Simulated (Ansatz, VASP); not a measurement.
Two plane-wave programs on GaP

```
Ga P
1.0
     0.00000    2.75301    2.75301
     2.75301    0.00000    2.75301
     2.75301    2.75301    0.00000
Ga P
1 1
Direct
  0.00000 0.00000 0.00000
  0.25000 0.25000 0.25000
```

Alike in both runs: functional PBE; k mesh 13 × 13 × 13; occupations fermi-dirac, width 0.03 eV; no spin polarisation.

Ansatz relaxed the structure, and its values are those at the end. VASP's run is a single point on that final structure, the one shown.

```csv
,VASP,Ansatz
version,VASP 6.6.1,Ansatz 0.2.0
potentials or method,"VASP PAW PBE potentials, release 64 (Ga_d, P)","PAW with Ansatz's default frozen-core files, scalar-relativistic"
plane-wave cutoff (eV),520,420
valence electrons in the cell,18,18
```

|  | VASP | Ansatz | Ansatz less VASP |
| --- | --- | --- | --- |
| pressure (GPa) | 0.0 | 0.0 | +0.01 |
